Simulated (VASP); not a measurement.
# Ni in VASP: further runs, part 2 of 2

VASP 6.6.1. Earlier steps stand in the parts before.

### Step 6. Single point, PBE, collinear spin, ferromagnetic start

This run uses another cell than the first one, of 10.49 Å³/atom, 1.006 times its volume.

INCAR

```
PREC     = Accurate       # precision mode
ENCUT    = 520            # plane-wave cutoff, eV
EDIFF    = 1E-6           # SCF threshold, eV
ISMEAR   = -1             # smearing method
SIGMA    = 0.05           # smearing width, eV
LREAL    = F              # projectors in reciprocal space
LASPH    = T              # aspherical terms in the spheres
NELM     = 150            # most SCF steps
ALGO     = Normal         # electronic algorithm
ISIF     = 2              # what is computed and relaxed
LWAVE    = F              # write WAVECAR
LCHARG   = F              # write CHGCAR
ISPIN    = 2              # spin polarisation
MAGMOM   = 0.2            # initial moments
LORBIT   = 11             # projections on sites
NUPDOWN  = 0.2            # fixed moment
LMAXMIX  = 4              # l up to which the mixer works
GGA      = PE             # functional
NBANDS   = 15             # bands
```

KPOINTS

```
regular mesh
0
Gamma
  11 11 11
```

POSCAR

```
Ni
1.0
    0.0000000000      1.7375729330      1.7375729330
    1.7375729330      0.0000000000      1.7375729330
    1.7375729330      1.7375729330      0.0000000000
Ni
1
Direct
    0.0000000000      0.0000000000      0.0000000000
```

Potentials or basis: VASP PAW PBE potentials, release 64 (Ni).

Run with:

```
$ cat potpaw_PBE.64/Ni/POTCAR > POTCAR
$ mpirun -np 1 vasp_std > vasp.out
```

OUTCAR:

```text
PREC = Accurate
   ENCUT = 520
   EDIFF = 1E-6
   ISMEAR = -1
   LREAL = F
   LASPH = T
   NELM = 150
   ISIF = 2
   ISPIN = 2
   LORBIT = 11
   NUPDOWN = 0.2
   GGA = PE

 ion  position               nearest neighbor table
   1  0.000  0.000  0.000-

  LATTYP: Found a face centered cubic cell.
 ALAT       =     3.4751458660

  Lattice vectors:

 A1 = (   0.0000000000,   1.7375729330,   1.7375729330)
 A2 = (   1.7375729330,   0.0000000000,   1.7375729330)
 A3 = (   1.7375729330,   1.7375729330,   0.0000000000)

Analysis of symmetry for initial positions (statically):
=====================================================================
 Subroutine PRICEL returns:
 Original cell was already a primitive cell.

 Routine SETGRP: Setting up the symmetry group for a
 face centered cubic supercell.

 Subroutine GETGRP returns: Found 48 space group operations
 (whereof 48 operations were pure point group operations)
 out of a pool of 48 trial point group operations.

The static configuration has the point symmetry O_h .

Analysis of symmetry for dynamics (positions and initial velocities):
=====================================================================
[... 625 lines left out ...]
      8      38.0616      0.00000
      9      38.0616      0.00000
     10      38.0616      0.00000
     11      41.2103      0.00000
     12      41.2103      0.00000
     13      41.2103      0.00000
     14      43.9292      0.00000
[... 403 lines left out ...]
      4       8.5275      1.00000
      5       8.5457      1.00000
      6       9.8499      0.13874
      7      25.6935      0.00000
      8      26.4954      0.00000
      9      36.4272      0.00000
     10      37.6035      0.00000
     11      39.4886      0.00000
     12      42.7429      0.00000
     13      43.5727      0.00000
     14      49.2358      0.00000
     15      52.2171      0.00000

 [... further k-points ...]
[... 5 lines left out ...]
  --------------------------------------------------------------------------------------
  -------------------------------------------------------------------------------------
  Total        0.4590083      0.4590083      0.4590083      0.0000000      0.0000000      0.0000000
  in kB       70.0925761     70.0925761     70.0925761      0.0000000      0.0000000      0.0000000
  external PRESSURE =      70.0925761 kB  Pullay stress =       0.0000000 kB

 VOLUME and BASIS-vectors are now :
 -----------------------------------------------------------------------------
  energy-cutoff  :      520.00
  volume of cell :       10.49
      direct lattice vectors                 reciprocal lattice vectors
     0.000000000  1.737572933  1.737572933    -0.287757705  0.287757705  0.287757705
     1.737572933  0.000000000  1.737572933     0.287757705 -0.287757705  0.287757705
     1.737572933  1.737572933  0.000000000     0.287757705  0.287757705 -0.287757705

 POSITION                                       TOTAL-FORCE (eV/Angst)
 -----------------------------------------------------------------------------------
      0.00000      0.00000      0.00000         0.000000      0.000000     -0.000000
 -----------------------------------------------------------------------------------
    total drift:                                0.000000     -0.000000     -0.000000

  FREE ENERGIE OF THE ION-ELECTRON SYSTEM (eV)
  ---------------------------------------------------
  free  energy   TOTEN  =        -5.4225435483 eV

  energy  without entropy=       -5.3916911390  energy(sigma->0) =       -5.40711734

 total charge

# of ion       s       p       d       tot
------------------------------------------
    1        0.512   0.530   8.335   9.377

 magnetization (x)

# of ion       s       p       d       tot
------------------------------------------
    1       -0.003  -0.010   0.216   0.203
```

It took 20 s on 1 thread of Intel Xeon 8259CL, shared host; peak memory 0.13 GiB.

Results:

| Item | Value |
| --- | --- |
| Free energy | -5.4225 eV |
| Pressure | 7.0 GPa |
| Net moment | 0.20 μB per cell |
| Site moments | Ni +0.20 μB |
| Valence electrons inside the program's atomic spheres | Ni 9.38 |

Caveat: the total moment is fixed, so each spin has its own Fermi level.

### Step 7. Overview

```csv
level,potentials or basis,spin,fixed moment (μB),cell,k mesh,cutoff (eV),grid for exact exchange (PRECFOCK),share of exact exchange,screening parameter,second run,gap on the mesh (eV),pressure (GPa),moment (μB)
PBEsol-based screened hybrid,"VASP PAW PBE potentials, release 64 (Ni)","collinear, ferromagnetic start",-,"a = 2.453 Å, angles 60.0°, 1 atom",7 × 7 × 7,520,Normal,0.25,0.207 1/Å,-,none,0.6,0.98
PBEsol,"VASP PAW PBE potentials, release 64 (Ni)","collinear, ferromagnetic start",-,"a = 2.445, b = 2.445, c = 2.482 Å, angles 59.5, 59.5, 61.0°, 1 atom",13 × 13 × 13,520,-,-,-,-,none,-2.4,0.62
PBEsol,"VASP PAW PBE potentials, release 64 (Ni_sv_GW)","collinear, ferromagnetic start",1.2,"a = 2.457 Å, angles 60.0°, 1 atom",11 × 11 × 11,590,-,-,-,valence_matched,-,0.4,1.20
PBE,"VASP PAW PBE potentials, release 64 (Ni)","collinear, zero start",0.0,"a = 2.457 Å, angles 60.0°, 1 atom",11 × 11 × 11,520,-,-,-,-,-,6.9,0.00
PBE,"VASP PAW PBE potentials, release 64 (Ni)","collinear, ferromagnetic start",0.2,"a = 2.457 Å, angles 60.0°, 1 atom",11 × 11 × 11,520,-,-,-,-,-,7.0,0.20
```

Alike in all rows: task single point; smearing fermi-dirac 0.05 eV.

Caveats: some runs use coarse meshes; the PAW data sets were made with another functional, which shifts forces and pressure a little (some runs); the total moment is fixed, so each spin has its own Fermi level (some runs).

Absolute energies hang on the potentials; compare differences alone.
